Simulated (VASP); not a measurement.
# CaO (Lime) (Fm-3m) in VASP: notebook, part 2 of 2

VASP 6.6.1. The steps go on from the part before.

## 3. Single point, PBE

This run uses another cell than the first one, of 14.98 Å³/atom, 1.024 times its volume.

File INCAR:

```
SYSTEM = CaO
  ALGO = Normal
  EDIFF = 1E-6
  ENCUT = 520
  GGA = PE
  ISIF = 2
  ISMEAR = 0
  LASPH = .TRUE.
  LCHARG = .FALSE.
  LREAL = .FALSE.
  LWAVE = .FALSE.
  NBANDS = 15
  NELM = 60
  PREC = Accurate
  SIGMA = 0.01
```

File KPOINTS:

```
k-points
0
G
  7 7 7
  0 0 0
```

File POSCAR:

```
CaO
1.0
    0.0000000000      2.4652181362      2.4652181362
    2.4652181362      0.0000000000      2.4652181362
    2.4652181362      2.4652181362      0.0000000000
Ca O
1 1
Direct
    0.0000000000      0.0000000000      0.0000000000
    0.5000000000      0.5000000000      0.5000000000
```

Potentials or basis: VASP PAW PBE potentials, release 64 (Ca_sv, O).

On the command line:

```bash
cat potpaw_PBE.64/Ca_sv/POTCAR potpaw_PBE.64/O/POTCAR > POTCAR
mpirun -np 1 vasp_std > vasp.out
```

OUTCAR:

```text
SYSTEM = CaO
   EDIFF = 1E-6
   ENCUT = 520
   GGA = PE
   ISIF = 2
   ISMEAR = 0
   LASPH = .TRUE.
   LREAL = .FALSE.
   NELM = 60
   PREC = Accurate

 ion  position               nearest neighbor table
   1  0.000  0.000  0.000-   2 2.47   2 2.47   2 2.47   2 2.47   2 2.47   2 2.47
   2  0.500  0.500  0.500-   1 2.47   1 2.47   1 2.47   1 2.47   1 2.47   1 2.47

  LATTYP: Found a face centered cubic cell.
 ALAT       =     4.9304362724

  Lattice vectors:

 A1 = (   0.0000000000,   2.4652181362,   2.4652181362)
 A2 = (   2.4652181362,   0.0000000000,   2.4652181362)
 A3 = (   2.4652181362,   2.4652181362,   0.0000000000)

Analysis of symmetry for initial positions (statically):
=====================================================================
 Subroutine PRICEL returns:
 Original cell was already a primitive cell.

 Routine SETGRP: Setting up the symmetry group for a
 face centered cubic supercell.

 Subroutine GETGRP returns: Found 48 space group operations
 (whereof 48 operations were pure point group operations)
 out of a pool of 48 trial point group operations.

The static configuration has the point symmetry O_h .

Analysis of symmetry for dynamics (positions and initial velocities):
=====================================================================
 Subroutine PRICEL returns:
 Original cell was already a primitive cell.

 Routine SETGRP: Setting up the symmetry group for a
 face centered cubic supercell.

 Subroutine GETGRP returns: Found 48 space group operations
 (whereof 48 operations were pure point group operations)
 out of a pool of 48 trial point group operations.

The dynamic configuration has the point symmetry O_h .

 Subroutine INISYM returns: Found 48 space group operations
 (whereof 48 operations are pure point group operations),
 and found     1 'primitive' translations

[... 117 lines left out ...]
   IVDW    =     0    specifies the selected vdW correction
   LEPSILON=     F    determine dielectric tensor
   LRPA    =     F    only Hartree local field effects (RPA)
 non-spin polarized calculation
 Gauss-broadening in eV      SIGMA  =   0.01
  energy-cutoff  :      520.00
  volume of cell :       29.96
 maximum number of plane-waves:       869
 NGX is ok and might be reduce to    28
   NGX = 13   NGY = 13   NGZ = 13

 number of electron      16.0000004 magnetization

 Free energy of the ion-electron system (eV)
  ---------------------------------------------------
  ext. energy  EPLUGINS =         0.00000000
  ---------------------------------------------------
  free energy    TOTEN  =       -12.77935868 eV

  energy without entropy =      -12.77935868  energy(sigma->0) =      -12.77935868

 E-fermi :   2.0368     XC(G=0): -10.1091

 val. band max:        1.9351114647   @ k =   0.0000   0.0000   0.0000
 cond. band min:       5.6651313435   @ k =   0.4286   0.4286   0.0000
 fundamental gap:      3.7300198788
 Fermi energy:         2.0368453063

 k-point     1 :       0.0000    0.0000    0.0000
  band No.  band energies     occupation
      1     -36.0260      2.00000
      2     -16.8373      2.00000
      3     -16.8373      2.00000
      4     -16.8373      2.00000
      5     -13.4528      2.00000
      6       1.9351      2.00000
      7       1.9351      2.00000
      8       1.9351      2.00000
      9       6.0550      0.00000
     10       7.9634      0.00000
     11       7.9634      0.00000
     12       7.9634      0.00000
     13       9.3384      0.00000
     14       9.3384      0.00000
[... 329 lines left out ...]
      2     -17.2516      2.00000
      3     -17.1765      2.00000
      4     -17.0198      2.00000
      5     -12.9223      2.00000
      6       0.5904      2.00000
      7       0.8216      2.00000
      8       1.0378      2.00000
      9       7.6210      0.00000
     10       8.5670      0.00000
     11       9.8939      0.00000
     12      10.7694      0.00000
     13      11.3395      0.00000
     14      14.6992      0.00000
     15      14.8373      0.00000

------------------------ aborting loop because EDIFF is reached ----------------------------------------

  FORCE on cell =-STRESS in cart. coord.  units (eV):
  Direction    XX          YY          ZZ          XY          YZ          ZX
  --------------------------------------------------------------------------------------
  -------------------------------------------------------------------------------------
  Total       -0.9829598     -0.9829598     -0.9829598     -0.0000000     -0.0000000      0.0000000
  in kB      -52.5593861    -52.5593861    -52.5593861     -0.0000000     -0.0000000      0.0000000
  external PRESSURE =     -52.5593861 kB  Pullay stress =       0.0000000 kB

 VOLUME and BASIS-vectors are now :
 -----------------------------------------------------------------------------
  energy-cutoff  :      520.00
  volume of cell :       29.96
      direct lattice vectors                 reciprocal lattice vectors
     0.000000000  2.465218136  2.465218136    -0.202821808  0.202821808  0.202821808
     2.465218136  0.000000000  2.465218136     0.202821808 -0.202821808  0.202821808
     2.465218136  2.465218136  0.000000000     0.202821808  0.202821808 -0.202821808

 POSITION                                       TOTAL-FORCE (eV/Angst)
 -----------------------------------------------------------------------------------
      0.00000      0.00000      0.00000        -0.000000     -0.000000     -0.000000
      2.46522      2.46522      2.46522         0.000000      0.000000      0.000000
 -----------------------------------------------------------------------------------
    total drift:                                0.000000      0.000000      0.000000

  FREE ENERGIE OF THE ION-ELECTRON SYSTEM (eV)
  ---------------------------------------------------
  free  energy   TOTEN  =       -12.7793586835 eV

  energy  without entropy=      -12.7793586835  energy(sigma->0) =      -12.77935868
```

Wall time 23 s (1 thread of Intel Xeon 8259CL, shared host); peak memory 0.15 GiB.

What came out:

```yaml
Free_energy: -12.7794 eV
Pressure: -5.3 GPa
Band_gap_on_the_k_mesh: 3.73 eV, indirect (least direct gap 4.11 eV)
```

Levels at points of the mesh, in eV from the valence-band top:
```tsv
k point	band 6	band 7	band 8	band 9	band 10	band 11
(0.00, 0.00, 0.00)	0.00	0.00	0.00	4.12	6.03	6.03
```

## 4. Single point, PBE

This run uses another cell than the first one, of 15.33 Å³/atom, 1.048 times its volume.

File INCAR:

```
SYSTEM = CaO
ALGO = Normal
EDIFF = 1E-7
ENCUT = 520
GGA = PE
ISIF = 2
ISMEAR = 0
LASPH = .TRUE.
LCHARG = .TRUE.
LELF = .TRUE.
LREAL = .FALSE.
LVHAR = .TRUE.
LWAVE = .FALSE.
NBANDS = 15
NELM = 80
PREC = Accurate
SIGMA = 0.01
```

KPOINTS is that of step 3.

File POSCAR:

```
CaO
1.0
    0.0000000000      2.4841820978      2.4841820978
    2.4841820978      0.0000000000      2.4841820978
    2.4841820978      2.4841820978      0.0000000000
Ca O
1 1
Direct
    0.0000000000      0.0000000000      0.0000000000
    0.5000000000      0.5000000000      0.5000000000
```

On the command line:

```bash
cat potpaw_PBE.64/Ca_sv/POTCAR potpaw_PBE.64/O/POTCAR > POTCAR
mpirun -np 1 vasp_std > vasp.out
```

It took 24 s on 1 thread of Intel Xeon 8259CL, shared host; peak memory 0.16 GiB.

The run converged. Its results:

- Free energy: -12.7532 eV
- Pressure: -7.0 GPa
- Band gap on the k mesh: 3.73 eV, indirect (least direct gap 3.95 eV)

Levels at points of the mesh, in eV from the valence-band top:
```csv
k point,band 6,band 7,band 8,band 9,band 10,band 11
"(0.00, 0.00, 0.00)",0.00,0.00,0.00,3.95,5.97,5.97
```

## 5. Overview

| cell | gap on the mesh (eV) | pressure (GPa) |
| --- | --- | --- |
| a = 3.459 Å, angles 60.0°, 2 atoms | 3.73 | -3.2 |
| a = 3.486 Å, angles 60.0°, 2 atoms | 3.73 | -5.3 |
| a = 3.513 Å, angles 60.0°, 2 atoms | 3.73 | -7.0 |

Alike in all rows: task single point; level PBE; potentials or basis VASP PAW PBE potentials, release 64 (Ca_sv, O); no spin polarisation; k mesh 7 × 7 × 7; cutoff (eV) 520; smearing gaussian 0.01 eV.

Total energies depend on the potentials used, so only differences within one code and one set of settings carry meaning.
